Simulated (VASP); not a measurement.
# MgO (Periclase) (Fm-3m) in VASP: notebook

The runs below take MgO (Periclase) through single point, with r2SCAN.

All numbers are computed with VASP 6.6.1; they aren't measurements. Logs are shortened: lines on timing, memory, paths and dates and some standing lists are left out, and cuts for length are marked.

### 1 The cell of the first run

The structure is cubic, space group Fm-3m (No. 225). Conventional cell: a = 4.119 Å, b = 4.119 Å, c = 4.119 Å, α = 90.00°, β = 90.00°, γ = 90.00°. Within 2.7 Å of Mg (site symmetry m-3m) lie 6 O at 2.06 Å. O (site symmetry m-3m) has 6 Mg at 2.06 Å within 2.7 Å.

### 2 Single point, r2SCAN (volume scaled by 0.94)

The input, POSCAR:

```
MgO
1.0
    0.0000000000      2.0592549449      2.0592549449
    2.0592549449      0.0000000000      2.0592549449
    2.0592549449      2.0592549449      0.0000000000
Mg O
1 1
Direct
    0.0000000000      0.0000000000      0.0000000000
    0.5000000000      0.5000000000      0.5000000000
```

The input, INCAR.step1:

```
PREC     = Accurate       # precision mode
ENCUT    = 520            # plane-wave cutoff, eV
ISMEAR   = 0              # smearing method
SIGMA    = 0.02           # smearing width, eV
LREAL    = False          # projectors in reciprocal space
LASPH    = True           # aspherical terms in the spheres
NELM     = 60             # most SCF steps
NBANDS   = 11             # bands
GGA      = PE             # functional
ALGO     = Normal         # electronic algorithm
EDIFF    = 1E-4           # SCF threshold, eV
LWAVE    = True           # write WAVECAR
LCHARG   = False          # write CHGCAR
```

The input, INCAR.step2:

```
PREC     = Accurate       # precision mode
ENCUT    = 520            # plane-wave cutoff, eV
EDIFF    = 1E-6           # SCF threshold, eV
ISMEAR   = 0              # smearing method
SIGMA    = 0.02           # smearing width, eV
LREAL    = False          # projectors in reciprocal space
LASPH    = True           # aspherical terms in the spheres
NELM     = 60             # most SCF steps
ALGO     = Normal         # electronic algorithm
ISIF     = 2              # what is computed and relaxed
LWAVE    = False          # write WAVECAR
LCHARG   = False          # write CHGCAR
METAGGA  = R2SCAN         # meta-GGA
LMIXTAU  = True         
NBANDS   = 11             # bands
ISTART   = 1
```

The input, KPOINTS:

```
Automatic mesh
0
Gamma
  10 10 10
```

Potentials or basis: VASP PAW PBE potentials, release 64 (Mg, O).

The run is started by

```sh
$ cat potpaw_PBE.64/Mg/POTCAR potpaw_PBE.64/O/POTCAR > POTCAR
$ cp INCAR.step1 INCAR
$ mpirun -np 1 vasp_std > vasp.out
$ cp INCAR.step2 INCAR
$ mpirun -np 1 vasp_std > vasp.out
```

OUTCAR:

```text
PREC = Accurate
   ENCUT = 520
   EDIFF = 1E-6
   ISMEAR = 0
   LREAL = False
   LASPH = True
   NELM = 60
   ISIF = 2
   METAGGA = R2SCAN
   ISTART = 1

 ion  position               nearest neighbor table
   1  0.000  0.000  0.000-   2 2.06   2 2.06   2 2.06   2 2.06   2 2.06   2 2.06
   2  0.500  0.500  0.500-   1 2.06   1 2.06   1 2.06   1 2.06   1 2.06   1 2.06

  LATTYP: Found a face centered cubic cell.
 ALAT       =     4.1185098898

  Lattice vectors:

 A1 = (   0.0000000000,   2.0592549449,   2.0592549449)
 A2 = (   2.0592549449,   0.0000000000,   2.0592549449)
 A3 = (   2.0592549449,   2.0592549449,   0.0000000000)

Analysis of symmetry for initial positions (statically):
=====================================================================
 Subroutine PRICEL returns:
 Original cell was already a primitive cell.

 Routine SETGRP: Setting up the symmetry group for a
 face centered cubic supercell.

 Subroutine GETGRP returns: Found 48 space group operations
[... 9 lines left out ...]

 Routine SETGRP: Setting up the symmetry group for a
 face centered cubic supercell.

 Subroutine GETGRP returns: Found 48 space group operations
[... 11 lines left out ...]
                                     Primitive cell

  volume of cell :      17.4647

  direct lattice vectors                    reciprocal lattice vectors
     0.000000000  2.059254945  2.059254945    -0.242806264  0.242806264  0.242806264
     2.059254945  0.000000000  2.059254945     0.242806264 -0.242806264  0.242806264
     2.059254945  2.059254945  0.000000000     0.242806264  0.242806264 -0.242806264

  length of vectors
     2.912226271  2.912226271  2.912226271     0.420552786  0.420552786  0.420552786

  position of ions in fractional coordinates (direct lattice)
     0.000000000  0.000000000  0.000000000
     0.500000000  0.500000000  0.500000000

  ion indices of the primitive-cell ions
   primitive index   ion index
                 1           1
                 2           2

----------------------------------------------------------------------------------------

 KPOINTS: Automatic mesh

Automatic generation of k-mesh.
 Grid dimensions read from file:
 generate k-points for:   10   10   10

 Generating k-lattice:

  Cartesian coordinates                     Fractional coordinates (reciprocal lattice)
    -0.024280626  0.024280626  0.024280626     0.100000000  0.000000000  0.000000000
     0.024280626 -0.024280626  0.024280626     0.000000000  0.100000000  0.000000000
     0.024280626  0.024280626 -0.024280626     0.000000000  0.000000000  0.100000000

  Length of vectors
     0.042055279  0.042055279  0.042055279

  Shift w.r.t. Gamma in fractional coordinates (k-lattice)
     0.000000000  0.000000000  0.000000000

 Subroutine IBZKPT returns following result:
 ===========================================

 Found     47 irreducible k-points:

 Following reciprocal coordinates:
            Coordinates               Weight
  0.000000  0.000000  0.000000      1.000000
  0.100000  0.000000  0.000000      8.000000
  0.200000  0.000000  0.000000      8.000000
  0.300000  0.000000  0.000000      8.000000
  0.400000  0.000000  0.000000      8.000000
  0.500000  0.000000  0.000000      4.000000
[... 16 lines left out ...]
  0.300000  0.300000  0.000000      6.000000
  0.400000  0.300000  0.000000     24.000000
 [... further k-points ...]
   k-points           NKPTS =     47   k-points in BZ     NKDIM =     47   number of bands    NBANDS=     11
   number of dos      NEDOS =    301   number of ions     NIONS =      2
   total plane-waves  NPLWV =  13824
   dimension x,y,z NGX =    24 NGY =   24 NGZ =   24
   dimension x,y,z NGXF=    48 NGYF=   48 NGZF=   48
   ions per type =               1   1
   NGX,Y,Z   is equivalent  to a cutoff of  13.70, 13.70, 13.70 a.u.
   NGXF,Y,Z  is equivalent  to a cutoff of  27.40, 27.40, 27.40 a.u.
 SYSTEM =  unknown system
   PREC   = accura    normal or accurate (medium, high low for compatibility)
   ISTART =      1    job   : 0-new  1-cont  2-samecut
   ICHARG =      0    charge: 1-file 2-atom 10-const
   ISPIN  =      1    spin polarized calculation?
   LNONCOLLINEAR =      F non collinear calculations
   LSORBIT =      F    spin-orbit coupling
   LASPH  =      T    aspherical Exc in radial PAW
   ENCUT  =  520.0 eV  38.22 Ry    6.18 a.u.   5.41  5.41  5.41*2*pi/ulx,y,z
   NELM   =     60;   NELMIN=  2; NELMDL=  0     # of ELM steps
   EDIFF  = 0.1E-05   stopping-criterion for ELM
   LREAL  =      F    real-space projection
   EDIFFG = 0.1E-04   stopping-criterion for IOM
   NSW    =      0    number of steps for IOM
   IBRION =     -1    ionic relax: 0-MD 1-quasi-New 2-CG
   NFREE  =      0    steps in history (QN), initial steepest desc. (CG)
   ISIF   =      2    stress and relaxation
   ISYM   =      2    0-nonsym 1-usesym 2-fastsym
   POTIM  = 0.5000    time-step for ionic-motion
   TEBEG  =    0.0;   TEEND  =   0.0 temperature during run
   PSTRESS=    0.0 pullay stress
   NELECT =       8.0000    total number of electrons
   NUPDOWN=      -1.0000    fix difference up-down
   EMIN   =  10.00;   EMAX   =-10.00  energy-range for DOS
   EFERMI =   0.00;   METHOD = LEGACY
   ISMEAR =     0;   SIGMA  =   0.02  broadening in eV -4-tet -1-fermi 0-gaus
   EFERMI_NEDOS =   21; number of points for ismear=-14 and -15
   IALGO  =     38    algorithm
   IMIX   =      4    mixing-type and parameters
     AMIX     =   0.40;   BMIX     =  1.00
     AMIX_MAG =   1.60;   BMIX_MAG =  1.00
  volume/ion in A,a.u.               =       8.73        58.93
  Fermi-wavevector in a.u.,A,eV,Ry     =   1.261977  2.384790 21.668441  1.592585
  Thomas-Fermi vector in A             =   2.395408
   LORBIT       =      0    0 simple, 1 ext, 2 COOP (PROOUT), +10 PAW based schemes
   METAGGA = R2SCAN    functional components
   LHFCALC =     F    Hartree Fock is set to
   AEXX    =    0.0000 exact exchange contribution
   IVDW    =     0    specifies the selected vdW correction
   LEPSILON=     F    determine dielectric tensor
   LRPA    =     F    only Hartree local field effects (RPA)
 non-spin polarized calculation
 Gauss-broadening in eV      SIGMA  =   0.02
  energy-cutoff  :      520.00
  volume of cell :       17.46
 maximum number of plane-waves:       495
 NGX is ok and might be reduce to    24
   NGX = 11   NGY = 11   NGZ = 11

 number of electron       7.9999997 magnetization

 Free energy of the ion-electron system (eV)
  ---------------------------------------------------
  ext. energy  EPLUGINS =         0.00000000
  ---------------------------------------------------
  free energy    TOTEN  =       -16.12872546 eV

  energy without entropy =      -16.12872546  energy(sigma->0) =      -16.12872546

 E-fermi :   3.5078     XC(G=0): -11.9461

 val. band max:        3.2897338818   @ k =   0.0000   0.0000   0.0000
 cond. band min:       9.6055124395   @ k =   0.0000   0.0000   0.0000
 fundamental gap:      6.3157785577
 Fermi energy:         3.5078004729

 k-point     1 :       0.0000    0.0000    0.0000
  band No.  band energies     occupation
      1     -15.2684      2.00000
      2       3.2897      2.00000
      3       3.2897      2.00000
      4       3.2897      2.00000
      5       9.6055      0.00000
      6      20.5190      0.00000
      7      20.5190      0.00000
      8      20.5190      0.00000
      9      24.8627      0.00000
     10      26.7060      0.00000
     11      26.7060      0.00000

 k-point     2 :       0.1000    0.0000    0.0000
  band No.  band energies     occupation
      1     -15.1525      2.00000
      2       2.6424      2.00000
      3       3.2117      2.00000
      4       3.2118      2.00000
      5      10.2173      0.00000
      6      19.2587      0.00000
      7      20.7975      0.00000
      8      20.7975      0.00000
      9      26.0768      0.00000
     10      26.0768      0.00000
     11      26.6751      0.00000

 k-point     3 :       0.2000    0.0000    0.0000
  band No.  band energies     occupation
      1     -14.8312      2.00000
      2       1.2560      2.00000
      3       3.0143      2.00000
      4       3.0143      2.00000
      5      11.4208      0.00000
      6      17.7726      0.00000
      7      21.4002      0.00000
      8      21.4002      0.00000
      9      25.4137      0.00000
     10      25.4138      0.00000
     11      28.1483      0.00000

 k-point     4 :       0.3000    0.0000    0.0000
  band No.  band energies     occupation
      1     -14.3965      2.00000
      2      -0.1769      2.00000
      3       2.7824      2.00000
      4       2.7824      2.00000
      5      12.3004      0.00000
      6      17.2719      0.00000
      7      21.6723      0.00000
      8      21.6723      0.00000
      9      25.8853      0.00000
     10      25.8853      0.00000
     11      27.6008      0.00000

 k-point     5 :       0.4000    0.0000    0.0000
  band No.  band energies     occupation
      1     -14.0062      2.00000
      2      -1.2369      2.00000
      3       2.6034      2.00000
      4       2.6034      2.00000
      5      12.5422      0.00000
      6      17.6290      0.00000
      7      21.5326      0.00000
      8      21.5326      0.00000
      9      26.9874      0.00000
     10      27.2999      0.00000
     11      27.2999      0.00000
[... 211 lines left out ...]
 k-point    21 :      -0.3000    0.2000    0.0000
  band No.  band energies     occupation
      1     -13.9224      2.00000
      2      -0.6055      2.00000
      3       1.3329      2.00000
      4       2.5401      2.00000
      5      14.1313      0.00000
      6      16.8086      0.00000
      7      19.4831      0.00000
      8      22.6643      0.00000
      9      25.4212      0.00000
     10      26.6477      0.00000
     11      31.1635      0.00000

 k-point    22 :      -0.2000    0.2000    0.0000
  band No.  band energies     occupation
      1     -14.2689      2.00000
      2       0.0343      2.00000
      3       1.8379      2.00000
      4       2.7713      2.00000
      5      13.3838      0.00000
      6      16.6054      0.00000
      7      20.3719      0.00000
      8      23.1657      0.00000
      9      23.4092      0.00000
     10      26.8747      0.00000
     11      30.9390      0.00000

 k-point    23 :       0.3000    0.3000    0.0000
  band No.  band energies     occupation
      1     -14.1783      2.00000
      2      -0.0447      2.00000
      3       2.2639      2.00000
      4       2.2639      2.00000
      5      13.8965      0.00000
      6      14.8125      0.00000
      7      19.6936      0.00000
      8      23.3450      0.00000
      9      23.3450      0.00000
     10      29.5727      0.00000
     11      33.7396      0.00000

 k-point    24 :       0.4000    0.3000    0.0000
  band No.  band energies     occupation
      1     -13.9063      2.00000
      2      -0.5190      2.00000
      3       1.8699      2.00000
      4       2.1009      2.00000
      5      14.3581      0.00000
      6      14.8876      0.00000
      7      18.8278      0.00000
      8      23.6961      0.00000
      9      23.9359      0.00000
     10      30.4492      0.00000
     11      33.2135      0.00000

 [... further k-points ...]

------------------------ aborting loop because EDIFF is reached ----------------------------------------

  FORCE on cell =-STRESS in cart. coord.  units (eV):
  Direction    XX          YY          ZZ          XY          YZ          ZX
  --------------------------------------------------------------------------------------
  -------------------------------------------------------------------------------------
  Total        1.1530400      1.1530400      1.1530400     -0.0000000      0.0000000      0.0000000
  in kB      105.7778159    105.7778159    105.7778159     -0.0000000      0.0000000      0.0000000
  external PRESSURE =     105.7778159 kB  Pullay stress =       0.0000000 kB

 VOLUME and BASIS-vectors are now :
 -----------------------------------------------------------------------------
  energy-cutoff  :      520.00
  volume of cell :       17.46
      direct lattice vectors                 reciprocal lattice vectors
     0.000000000  2.059254945  2.059254945    -0.242806264  0.242806264  0.242806264
     2.059254945  0.000000000  2.059254945     0.242806264 -0.242806264  0.242806264
     2.059254945  2.059254945  0.000000000     0.242806264  0.242806264 -0.242806264

 POSITION                                       TOTAL-FORCE (eV/Angst)
 -----------------------------------------------------------------------------------
      0.00000      0.00000      0.00000        -0.000000     -0.000000      0.000000
      2.05925      2.05925      2.05925         0.000000      0.000000      0.000000
 -----------------------------------------------------------------------------------
    total drift:                               -0.000000     -0.000000      0.000000

  FREE ENERGIE OF THE ION-ELECTRON SYSTEM (eV)
  ---------------------------------------------------
  free  energy   TOTEN  =       -16.1287254583 eV

  energy  without entropy=      -16.1287254583  energy(sigma->0) =      -16.12872546
```

Run time: 13 s. Hardware: 1 thread of Intel Xeon 6975P-C (Granite Rapids), shared host; peak memory 0.14 GiB.

What came out:

```yaml
Free_energy: -16.1287 eV
Pressure: 10.6 GPa
Band_gap_on_the_k_mesh: 6.32 eV, direct
```

Levels at points of the mesh, in eV from the valence-band top:
```tsv
k point	band 1	band 2	band 3	band 4	band 5	band 6	band 7	band 8	band 9
(0.00, 0.00, 0.00)	-18.56	0.00	0.00	0.00	6.32	17.23	17.23	17.23	21.57
(0.50, 0.00, 0.00)	-17.14	-4.92	-0.75	-0.75	9.26	14.62	18.15	18.15	23.47
(0.50, 0.50, 0.00)	-16.86	-4.39	-1.47	-1.47	10.12	11.84	15.06	21.47	21.47
```

Caveat: the PAW data sets were made with another functional, which shifts forces and pressure a little.

### 3 Single point, r2SCAN (volume scaled by 0.97)

The input, POSCAR:

```
MgO
1.0
    0.0000000000      2.0809329058      2.0809329058
    2.0809329058      0.0000000000      2.0809329058
    2.0809329058      2.0809329058      0.0000000000
Mg O
1 1
Direct
    0.0000000000      0.0000000000      0.0000000000
    0.5000000000      0.5000000000      0.5000000000
```

The input, INCAR.step1:

```
SYSTEM = MgO
PREC = Accurate ; ENCUT = 520
ISMEAR = 0 ; SIGMA = 0.02
LREAL = .FALSE. ; LASPH = .TRUE.
NELM = 60 ; NBANDS = 11
GGA = PE ; ALGO = Normal
EDIFF = 1E-4 ; LWAVE = .TRUE.
LCHARG = .FALSE.
```

The input, INCAR.step2:

```
SYSTEM = MgO
PREC = Accurate ; ENCUT = 520
EDIFF = 1E-6 ; ISMEAR = 0
SIGMA = 0.02 ; LREAL = .FALSE.
LASPH = .TRUE. ; NELM = 60
ALGO = Normal ; ISIF = 2
LWAVE = .FALSE. ; LCHARG = .TRUE.
METAGGA = R2SCAN ; LMIXTAU = .TRUE.
LELF = .TRUE. ; LVHAR = .TRUE.
NBANDS = 11 ; ISTART = 1
```

The input, KPOINTS:

```
Automatic mesh
0
G
  10 10 10
  0 0 0
```

Potentials or basis: VASP PAW PBE potentials, release 64 (Mg, O).

The run is started by

```sh
$ cat potpaw_PBE.64/Mg/POTCAR potpaw_PBE.64/O/POTCAR > POTCAR
$ cp INCAR.step1 INCAR
$ mpirun -np 1 vasp_std > vasp.out
$ cp INCAR.step2 INCAR
$ mpirun -np 1 vasp_std > vasp.out
```

It took 14 s on 1 thread of Intel Xeon 6975P-C (Granite Rapids), shared host; peak memory 0.15 GiB.

Results (log left out):

```
Free energy            : -16.1551 eV
Pressure               : 4.3 GPa
Band gap on the k mesh : 5.98 eV, direct
```

Levels at points of the mesh, in eV from the valence-band top:
| k point | band 2 | band 3 | band 4 | band 5 | band 6 | band 7 |
| --- | --- | --- | --- | --- | --- | --- |
| (0.00, 0.00, 0.00) | 0.00 | 0.00 | 0.00 | 5.98 | 17.05 | 17.05 |
| (0.50, 0.00, 0.00) | -4.77 | -0.71 | -0.71 | 9.04 | 14.24 | 17.81 |
| (0.50, 0.50, 0.00) | -4.25 | -1.43 | -1.43 | 10.08 | 11.47 | 14.70 |

Caveat: the PAW data sets were made with another functional, which shifts forces and pressure a little.
